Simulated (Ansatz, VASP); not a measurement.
**YRh2 in VASP and in Ansatz**

```
Y Rh
1.0
     0.00000    3.77314    3.77314
     3.77314    0.00000    3.77314
     3.77314    3.77314    0.00000
Y Rh
2 4
Direct
  0.00000 0.00000 0.00000
  0.25000 0.25000 0.25000
  0.62500 0.62500 0.62500
  0.12500 0.62500 0.62500
  0.62500 0.62500 0.12500
  0.62500 0.12500 0.62500
```

Alike in both runs: task relaxation of cell and atoms; functional LDA; k mesh 8 × 8 × 8; occupations gaussian, width 0.1 eV; no spin polarisation.

|  | VASP | Ansatz |
| --- | --- | --- |
| version | VASP 6.6.1 | Ansatz 0.2.0 |
| potentials or method | VASP PAW LDA potentials, release 64 (Y_sv, Rh_pv), cutoff 600 eV | scalar-relativistic, plane waves, PAW |
| valence electrons in the cell | 82 | 90 |

VASP gave:

- gap on the k mesh at the Fermi level, each at its own relaxed structure (eV): none
- relaxed volume (Å³/atom): 16.79
- relaxed length of the cell vector where the two differ most in proportion (Å): 5.223

**Question.** Estimate Ansatz's values.

**Answer.** gap on the k mesh at the Fermi level, each at its own relaxed structure (eV): none; relaxed volume (Å³/atom): 16.76; relaxed length of the cell vector where the two differ most in proportion (Å): 5.220.

LDA's correlation is that of Perdew and Zunger in VASP and of Perdew and Wang (1992) in Ansatz. A gap of «none» marks a metal or a gap that the smearing closes. VASP's potentials hold 82 valence electrons a cell and Ansatz's 90, so a difference there can come from the potentials and not from the codes.
